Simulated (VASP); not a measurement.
# TiC (Fm-3m) in VASP: notebook

Runs on TiC. Level: PBEsol. Tasks: relaxation of cell and atoms.

Everything below comes from runs of VASP 6.6.1. Logs are shortened: lines on timing, memory, paths and dates and some standing lists are left out, and cuts for length are marked.

**1. The cell of the first run**

It takes space group Fm-3m (No. 225, cubic). Conventional cell: a = 4.319 Å, b = 4.319 Å, c = 4.319 Å, α = 90.00°, β = 90.00°, γ = 90.00°. Within 2.9 Å of Ti (site symmetry m-3m) lie 6 C at 2.16 Å. Within 2.9 Å of C (site symmetry m-3m) lie 6 Ti at 2.16 Å.

**2. Relaxation of cell and atoms, PBEsol, target pressure 20 GPa, at which the enthalpy is minimised**

Input file INCAR:

```
ALGO     = Normal         # electronic algorithm
EDIFF    = 1E-6           # SCF threshold, eV
EDIFFG   = -0.01          # ionic threshold
ENCUT    = 600            # plane-wave cutoff, eV
GGA      = PS             # functional
IBRION   = 2              # ionic algorithm
ISIF     = 3              # what is computed and relaxed
ISMEAR   = 0              # smearing method
LASPH    = T              # aspherical terms in the spheres
LCHARG   = F              # write CHGCAR
LREAL    = F              # projectors in reciprocal space
LWAVE    = F              # write WAVECAR
NELM     = 60             # most SCF steps
NSW      = 80             # ionic steps
PREC     = Accurate       # precision mode
PSTRESS  = 200.0        
SIGMA    = 0.15           # smearing width, eV
```

Input file KPOINTS:

```
k-points
0
Gamma
  13 13 13
```

Input file POSCAR:

```
TiC
1.0
    0.0000000000      2.1593000000      2.1593000000
    2.1593000000      0.0000000000      2.1593000000
    2.1593000000      2.1593000000      0.0000000000
Ti C
1 1
Direct
    0.0000000000      0.0000000000      0.0000000000
    0.5000000000      0.5000000000      0.5000000000
```

Potentials or basis: VASP PAW PBE potentials, release 64 (Ti_sv, C).

On the command line:

```bash
$ cat potpaw_PBE.64/Ti_sv/POTCAR potpaw_PBE.64/C/POTCAR > POTCAR
$ mpirun -np 1 vasp_std > vasp.out
```

OUTCAR:

```text
EDIFF = 1E-6
   EDIFFG = -0.01
   ENCUT = 600
   GGA = PS
   IBRION = 2
   ISIF = 3
   ISMEAR = 0
   LASPH = T
   LREAL = F
   NELM = 60
   NSW = 80
   PREC = Accurate
   PSTRESS = 200.0

 ion  position               nearest neighbor table
   1  0.000  0.000  0.000-   2 2.16   2 2.16   2 2.16   2 2.16   2 2.16   2 2.16
   2  0.500  0.500  0.500-   1 2.16   1 2.16   1 2.16   1 2.16   1 2.16   1 2.16

  LATTYP: Found a face centered cubic cell.
 ALAT       =     4.3186000000

  Lattice vectors:

 A1 = (   0.0000000000,   2.1593000000,   2.1593000000)
 A2 = (   2.1593000000,   0.0000000000,   2.1593000000)
 A3 = (   2.1593000000,   2.1593000000,   0.0000000000)

Analysis of symmetry for initial positions (statically):
=====================================================================
 Subroutine PRICEL returns:
 Original cell was already a primitive cell.

 Routine SETGRP: Setting up the symmetry group for a
 face centered cubic supercell.

 Subroutine GETGRP returns: Found 48 space group operations
 (whereof 48 operations were pure point group operations)
 out of a pool of 48 trial point group operations.

The static configuration has the point symmetry O_h .

Analysis of symmetry for dynamics (positions and initial velocities):
=====================================================================
 Subroutine PRICEL returns:
 Original cell was already a primitive cell.

 Routine SETGRP: Setting up the symmetry group for a
 face centered cubic supercell.

 Subroutine GETGRP returns: Found 48 space group operations
 (whereof 48 operations were pure point group operations)
 out of a pool of 48 trial point group operations.

The dynamic configuration has the point symmetry O_h .

 Subroutine INISYM returns: Found 48 space group operations
 (whereof 48 operations are pure point group operations),
 and found     1 'primitive' translations

----------------------------------------------------------------------------------------

                                     Primitive cell

  volume of cell :      20.1358

  direct lattice vectors                    reciprocal lattice vectors
     0.000000000  2.159300000  2.159300000    -0.231556523  0.231556523  0.231556523
     2.159300000  0.000000000  2.159300000     0.231556523 -0.231556523  0.231556523
     2.159300000  2.159300000  0.000000000     0.231556523  0.231556523 -0.231556523

  length of vectors
     3.053711345  3.053711345  3.053711345     0.401067663  0.401067663  0.401067663

  position of ions in fractional coordinates (direct lattice)
     0.000000000  0.000000000  0.000000000
     0.500000000  0.500000000  0.500000000

  ion indices of the primitive-cell ions
   primitive index   ion index
                 1           1
                 2           2

----------------------------------------------------------------------------------------

 KPOINTS: k-points

Automatic generation of k-mesh.
 Grid dimensions read from file:
 generate k-points for:   13   13   13

 Generating k-lattice:

  Cartesian coordinates                     Fractional coordinates (reciprocal lattice)
    -0.017812040  0.017812040  0.017812040     0.076923077  0.000000000  0.000000000
     0.017812040 -0.017812040  0.017812040     0.000000000  0.076923077  0.000000000
     0.017812040  0.017812040 -0.017812040     0.000000000  0.000000000  0.076923077

  Length of vectors
     0.030851359  0.030851359  0.030851359

  Shift w.r.t. Gamma in fractional coordinates (k-lattice)
     0.000000000  0.000000000  0.000000000

 Subroutine IBZKPT returns following result:
 ===========================================

 Found     84 irreducible k-points:

 Following reciprocal coordinates:
            Coordinates               Weight
  0.000000  0.000000  0.000000      1.000000
  0.076923  0.000000  0.000000      8.000000
  0.153846  0.000000  0.000000      8.000000
  0.230769  0.000000  0.000000      8.000000
  0.307692  0.000000  0.000000      8.000000
  0.384615  0.000000  0.000000      8.000000
[... 16 lines left out ...]
  0.384615  0.153846  0.000000     24.000000
  0.461538  0.153846  0.000000     24.000000
 [... further k-points ...]
   k-points           NKPTS =     84   k-points in BZ     NKDIM =     84   number of bands    NBANDS=     12
   number of dos      NEDOS =    301   number of ions     NIONS =      2
   total plane-waves  NPLWV =  13824
   dimension x,y,z NGX =    24 NGY =   24 NGZ =   24
   dimension x,y,z NGXF=    48 NGYF=   48 NGZF=   48
   ions per type =               1   1
   NGX,Y,Z   is equivalent  to a cutoff of  13.07, 13.07, 13.07 a.u.
   NGXF,Y,Z  is equivalent  to a cutoff of  26.13, 26.13, 26.13 a.u.
 SYSTEM =  unknown system
   PREC   = accura    normal or accurate (medium, high low for compatibility)
   ISTART =      0    job   : 0-new  1-cont  2-samecut
   ICHARG =      2    charge: 1-file 2-atom 10-const
   ISPIN  =      1    spin polarized calculation?
   LNONCOLLINEAR =      F non collinear calculations
   LSORBIT =      F    spin-orbit coupling
   LASPH  =      T    aspherical Exc in radial PAW
   ENCUT  =  600.0 eV  44.10 Ry    6.64 a.u.   6.10  6.10  6.10*2*pi/ulx,y,z
   NELM   =     60;   NELMIN=  2; NELMDL= -5     # of ELM steps
   EDIFF  = 0.1E-05   stopping-criterion for ELM
   LREAL  =      F    real-space projection
   EDIFFG = -.1E-01   stopping-criterion for IOM
   NSW    =     80    number of steps for IOM
   IBRION =      2    ionic relax: 0-MD 1-quasi-New 2-CG
   NFREE  =      1    steps in history (QN), initial steepest desc. (CG)
   ISIF   =      3    stress and relaxation
   ISYM   =      2    0-nonsym 1-usesym 2-fastsym
   POTIM  = 0.5000    time-step for ionic-motion
   TEBEG  =    0.0;   TEEND  =   0.0 temperature during run
   PSTRESS=  200.0 pullay stress
   NELECT =      16.0000    total number of electrons
   NUPDOWN=      -1.0000    fix difference up-down
   EMIN   =  10.00;   EMAX   =-10.00  energy-range for DOS
   EFERMI =   0.00;   METHOD = LEGACY
   ISMEAR =     0;   SIGMA  =   0.15  broadening in eV -4-tet -1-fermi 0-gaus
   EFERMI_NEDOS =   21; number of points for ismear=-14 and -15
   IALGO  =     38    algorithm
   IMIX   =      4    mixing-type and parameters
     AMIX     =   0.40;   BMIX     =  1.00
     AMIX_MAG =   1.60;   BMIX_MAG =  1.00
  volume/ion in A,a.u.               =      10.07        67.94
  Fermi-wavevector in a.u.,A,eV,Ry     =   1.516323  2.865436 31.283015  2.299237
  Thomas-Fermi vector in A             =   2.625728
   LORBIT       =      0    0 simple, 1 ext, 2 COOP (PROOUT), +10 PAW based schemes
   GGA     = PS    functional components
   LHFCALC =     F    Hartree Fock is set to
   AEXX    =    0.0000 exact exchange contribution
   IVDW    =     0    specifies the selected vdW correction
   LEPSILON=     F    determine dielectric tensor
   LRPA    =     F    only Hartree local field effects (RPA)
 conjugate gradient relaxation of ions
 non-spin polarized calculation
 Gauss-broadening in eV      SIGMA  =   0.15
  energy-cutoff  :      600.00
  volume of cell :       20.14
 maximum number of plane-waves:       686
   NGX = 13   NGY = 13   NGZ = 13

--------------------------------------- Ionic step        1  -------------------------------------------

 number of electron      16.0000002 magnetization

 Free energy of the ion-electron system (eV)
  ---------------------------------------------------
  ext. energy  EPLUGINS =         0.00000000
  ---------------------------------------------------
  free energy    TOTEN  =       -19.79998401 eV

  energy without entropy =      -19.79665601  energy(sigma->0) =      -19.79832001

 E-fermi :   9.4048     XC(G=0): -12.9061

 val. band max:        9.3628160722   @ k =   0.4615   0.4615   0.0000
 cond. band min:       9.4431879950   @ k =   0.3846   0.3077   0.0000
 fundamental gap:      0.0803719227
 Fermi energy:         9.4048387096

 k-point     1 :       0.0000    0.0000    0.0000
  band No.  band energies     occupation
      1     -46.8979      2.00000
      2     -23.0203      2.00000
      3     -23.0203      2.00000
      4     -23.0203      2.00000
      5      -3.0021      2.00000
      6      10.0728      0.00000
      7      10.0728      0.00000
      8      10.0728      0.00000
      9      11.1220      0.00000
     10      11.1220      0.00000
     11      11.1220      0.00000
     12      11.1510      0.00000
[... 331 lines left out ...]
 k-point    24 :       0.4615    0.1538    0.0000
  band No.  band energies     occupation
      1     -46.8179      2.00000
      2     -23.4734      2.00000
      3     -23.1278      2.00000
      4     -23.1012      2.00000
      5      -0.0224      2.00000
      6       4.4743      2.00000
      7       6.5073      2.00000
      8       7.0645      2.00000
      9      11.4163      0.00000
     10      12.4690      0.00000
     11      13.3314      0.00000
     12      16.0507      0.00000

 [... further k-points ...]
[... 5 lines left out ...]
  --------------------------------------------------------------------------------------
  -------------------------------------------------------------------------------------
  Total       -0.5535492     -0.5535492     -0.5535492      0.0000000      0.0000000     -0.0000000
  in kB      -44.0451236    -44.0451236    -44.0451236      0.0000000      0.0000000     -0.0000000
  external PRESSURE =    -244.0451236 kB  Pullay stress =     200.0000000 kB
[... 213 lines left out ...]
  enthalpy is  TOTEN    =       -17.4169283987 eV   P V=        2.3171343162

--------------------------------------- Ionic step        7  -------------------------------------------

 number of electron      15.9999997 magnetization

 Free energy of the ion-electron system (eV)
  ---------------------------------------------------
  ext. energy  EPLUGINS =         0.00000000
  ---------------------------------------------------
  free energy    TOTEN  =       -19.72992690 eV

  energy without entropy =      -19.72676130  energy(sigma->0) =      -19.72834410

 E-fermi :  10.4276     XC(G=0): -13.3441

 val. band max:       10.4002978707   @ k =   0.1538   0.1538   0.0000
 cond. band min:      10.4391152830   @ k =   0.0769   0.0000   0.0000
 fundamental gap:      0.0388174123
 Fermi energy:        10.4275612353

 k-point     1 :       0.0000    0.0000    0.0000
  band No.  band energies     occupation
      1     -45.6460      2.00000
      2     -21.7135      2.00000
      3     -21.7135      2.00000
      4     -21.7135      2.00000
      5      -2.3709      2.00000
      6      11.1071      0.00000
      7      11.1071      0.00000
      8      11.1071      0.00000
      9      12.2440      0.00000
     10      12.2440      0.00000
     11      12.2440      0.00000
     12      12.3436      0.00000
[... 331 lines left out ...]
 k-point    24 :       0.4615    0.1538    0.0000
  band No.  band energies     occupation
      1     -45.5300      2.00000
      2     -22.3282      2.00000
      3     -21.8569      2.00000
      4     -21.8204      2.00000
      5       0.8922      2.00000
      6       5.1882      2.00000
      7       7.2927      2.00000
      8       7.8654      2.00000
      9      12.6275      0.00000
     10      13.8403      0.00000
     11      14.8092      0.00000
     12      17.7453      0.00000

 [... further k-points ...]
[... 5 lines left out ...]
  --------------------------------------------------------------------------------------
  -------------------------------------------------------------------------------------
  Total        2.3160081      2.3160081      2.3160081      0.0000000      0.0000000     -0.0000000
  in kB      200.2659701    200.2659701    200.2659701      0.0000000      0.0000000     -0.0000000
  external PRESSURE =       0.2659701 kB  Pullay stress =     200.0000000 kB
[... 17 lines left out ...]
  FREE ENERGIE OF THE ION-ELECTRON SYSTEM (eV)
  ---------------------------------------------------
  free  energy   TOTEN  =       -19.7299269009 eV

  energy  without entropy=      -19.7267613048  energy(sigma->0) =      -19.72834410

  enthalpy is  TOTEN    =       -17.4169946678 eV   P V=        2.3129322331

 reached required accuracy - stopping structural energy minimisation
```

It took 68 s on 1 thread of Intel Xeon Platinum 8375C at 2.90GHz (Ice Lake), shared host; peak memory 0.17 GiB.

Results:

- Free energy: -19.7299 eV
- Relaxed volume: 9.26 Å³/atom
- Relaxed cell: a = 2.970 Å, b = 2.970 Å, c = 2.970 Å, α = 60.00°, β = 60.00°, γ = 60.00°
- Space group after relaxing (to 0.05 Å): Fm-3m (No. 225)
- Energy change on relaxing (the enthalpy is what falls): +35.0 meV/atom
- Ionic steps: 7
- Pressure after relaxing: 20.0 GPa
- Band gap on the k mesh: zero (band 8 reaches 11.11 eV, above the bottom of band 9 at 10.01 eV)

Step by step:
```csv
step,energy change (eV),largest force (eV/Å),pressure (GPa),volume (Å³)
1,0.0000,0.0000,-4.40,20.14
2,0.8545,0.0000,86.24,15.99
3,0.0615,0.0000,18.73,18.60
4,0.0686,0.0000,19.76,18.54
5,0.0725,0.0000,20.39,18.51
6,0.0659,0.0000,19.33,18.56
7,0.0701,0.0000,20.03,18.53
```

Final structure:
```
CELL_PARAMETERS angstrom
0.00000 2.10025 2.10025
2.10025 0.00000 2.10025
2.10025 2.10025 0.00000
ATOMIC_POSITIONS crystal
Ti 0.00000 0.00000 0.00000
C 0.50000 0.50000 0.50000
```

Levels at points of the mesh, in eV from the Fermi level:
| k point | band 6 | band 7 | band 8 | band 9 | band 10 | band 11 |
| --- | --- | --- | --- | --- | --- | --- |
| (0.00, 0.00, 0.00) | 0.68 | 0.68 | 0.68 | 1.82 | 1.82 | 1.82 |

Caveat: the cell is relaxed towards a set pressure, so the enthalpy falls and the energy may rise; the PAW data sets were made with another functional, which shifts forces and pressure a little.

**3. Relaxation of cell and atoms, PBEsol, target pressure 30 GPa, at which the enthalpy is minimised**

Input file INCAR:

```
SYSTEM = TiC
PREC = Accurate ; ENCUT = 600
EDIFF = 1E-6 ; ISMEAR = 0
SIGMA = 0.15 ; LREAL = .False.
LASPH = .True. ; NELM = 100
ALGO = Normal ; ISIF = 3
LWAVE = .False. ; LCHARG = .False.
GGA = PS ; IBRION = 2
NSW = 80 ; EDIFFG = -0.01
PSTRESS = 300.0
```

Input file KPOINTS:

```
regular mesh
0
Gamma
  13 13 13
  0 0 0
```

POSCAR is that of step 2.

Potentials or basis: VASP PAW PBE potentials, release 64 (Ti_sv, C).

On the command line:

```bash
$ cat potpaw_PBE.64/Ti_sv/POTCAR potpaw_PBE.64/C/POTCAR > POTCAR
$ mpirun -np 1 vasp_std > vasp.out
```

Run time: 70 s. Hardware: 1 thread of Intel Xeon Platinum 8375C at 2.90GHz (Ice Lake), shared host; peak memory 0.17 GiB.

It converged, with:

| Item | Value |
| --- | --- |
| Free energy | -19.6513 eV |
| Relaxed volume | 9.01 Å³/atom |
| Relaxed cell | a = 2.943 Å, b = 2.943 Å, c = 2.943 Å, α = 60.00°, β = 60.00°, γ = 60.00° |
| Space group after relaxing (to 0.05 Å) | Fm-3m (No. 225) |
| Energy change on relaxing (the enthalpy is what falls) | +74.4 meV/atom |
| Ionic steps | 7 |
| Pressure after relaxing | 30.0 GPa |
| Band gap on the k mesh | zero (band 8 reaches 11.46 eV, above the bottom of band 9 at 10.35 eV) |

The path:
| step | energy change (eV) | largest force (eV/Å) | pressure (GPa) | volume (Å³) |
| --- | --- | --- | --- | --- |
| 1 | 0.0000 | 0.0000 | -4.40 | 20.14 |
| 2 | 1.9690 | 0.0000 | 153.37 | 14.47 |
| 3 | 0.1222 | 0.0000 | 26.89 | 18.17 |
| 4 | 0.1437 | 0.0000 | 29.39 | 18.05 |
| 5 | 0.1511 | 0.0000 | 30.31 | 18.01 |
| 6 | 0.1438 | 0.0000 | 29.36 | 18.05 |
| 7 | 0.1487 | 0.0000 | 30.02 | 18.02 |

Final structure:
```yaml
crystal:
  lattice:
    - [0.00000, 2.08094, 2.08094]
    - [2.08094, 0.00000, 2.08094]
    - [2.08094, 2.08094, 0.00000]
  atoms:
    - { symbol: Ti, position: [0.00000, 0.00000, 0.00000] }
    - { symbol: C, position: [0.50000, 0.50000, 0.50000] }
```

Levels at points of the mesh, in eV from the Fermi level:
```tsv
k point	band 4	band 5	band 6	band 7	band 8	band 9	band 10	band 11	band 12
(0.00, 0.00, 0.00)	-32.04	-12.93	0.68	0.68	0.68	1.85	1.85	1.85	1.97
```

Caveat: the cell is relaxed towards a set pressure, so the enthalpy falls and the energy may rise; the PAW data sets were made with another functional, which shifts forces and pressure a little.

**4. Relaxation of cell and atoms, PBEsol, target pressure 40 GPa, at which the enthalpy is minimised**

Input file INCAR:

```
SYSTEM = TiC
ALGO     = Normal         ! electronic algorithm
EDIFF    = 1E-6           ! SCF threshold, eV
EDIFFG   = -0.01          ! ionic threshold
ENCUT    = 600            ! plane-wave cutoff, eV
GGA      = PS             ! functional
IBRION   = 2              ! ionic algorithm
ISIF     = 3              ! what is computed and relaxed
ISMEAR   = 0              ! smearing method
LASPH    = .TRUE.         ! aspherical terms in the spheres
LCHARG   = .FALSE.        ! write CHGCAR
LREAL    = .FALSE.        ! projectors in reciprocal space
LWAVE    = .FALSE.        ! write WAVECAR
NELM     = 80             ! most SCF steps
NSW      = 80             ! ionic steps
PREC     = Accurate       ! precision mode
PSTRESS  = 400.0        
SIGMA    = 0.15           ! smearing width, eV
```

Input file KPOINTS:

```
k-points
0
G
  13 13 13
  0 0 0
```

POSCAR is that of step 3.

On the command line:

```bash
$ cat potpaw_PBE.64/Ti_sv/POTCAR potpaw_PBE.64/C/POTCAR > POTCAR
$ mpirun -np 1 vasp_std > vasp.out
```

Run time: 62 s. Hardware: 1 thread of Intel Xeon Platinum 8375C at 2.90GHz (Ice Lake), shared host; peak memory 0.17 GiB.

The run converged. Its results:

```
Free energy                                            : -19.5528 eV
Relaxed volume                                         : 8.79 Å³/atom
Relaxed cell                                           : a = 2.918 Å, b = 2.918 Å, c = 2.918 Å, α = 60.00°, β = 60.00°, γ = 60.00°
Space group after relaxing (to 0.05 Å)                 : Fm-3m (No. 225)
Energy change on relaxing (the enthalpy is what falls) : +123.6 meV/atom
Ionic steps                                            : 5
Pressure after relaxing                                : 40.2 GPa
Band gap on the k mesh                                 : zero (band 8 reaches 11.79 eV, above the bottom of band 9 at 10.67 eV)
```

The path:
```csv
step,energy change (eV),largest force (eV/Å),pressure (GPa),volume (Å³)
1,0.0000,0.0000,-4.40,20.14
2,3.7183,0.0000,247.64,13.05
3,0.1863,0.0000,34.03,17.83
4,0.2314,0.0000,38.51,17.63
5,0.2471,0.0000,40.16,17.57
```

Final structure:
```
Ti C
1.0
     0.00000    2.06340    2.06340
     2.06340    0.00000    2.06340
     2.06340    2.06340    0.00000
Ti C
1 1
Direct
  0.00000 0.00000 0.00000
  0.50000 0.50000 0.50000
```

Levels at points of the mesh, in eV from the Fermi level:
| k point | band 4 | band 5 | band 6 | band 7 | band 8 | band 9 | band 10 | band 11 | band 12 |
| --- | --- | --- | --- | --- | --- | --- | --- | --- | --- |
| (0.00, 0.00, 0.00) | -31.95 | -13.04 | 0.68 | 0.68 | 0.68 | 1.88 | 1.88 | 1.88 | 2.02 |

Caveat: the cell is relaxed towards a set pressure, so the enthalpy falls and the energy may rise; the PAW data sets were made with another functional, which shifts forces and pressure a little.

**5. The runs side by side**

| cell | gap on the mesh (eV) | pressure (GPa) |
| --- | --- | --- |
| relaxed to 20 GPa | none | 20.0 |
| relaxed to 30 GPa | none | 30.0 |
| relaxed to 40 GPa | none | 40.2 |

Alike in all rows: task relaxation of cell and atoms; level PBEsol; potentials or basis VASP PAW PBE potentials, release 64 (Ti_sv, C); no spin polarisation; k mesh 13 × 13 × 13; cutoff (eV) 600; smearing gaussian 0.15 eV.

Caveats: the cell is relaxed towards a set pressure, so the enthalpy falls and the energy may rise; the PAW data sets were made with another functional, which shifts forces and pressure a little.

Total energies depend on the potentials used, so only differences within one code and one set of settings carry meaning.
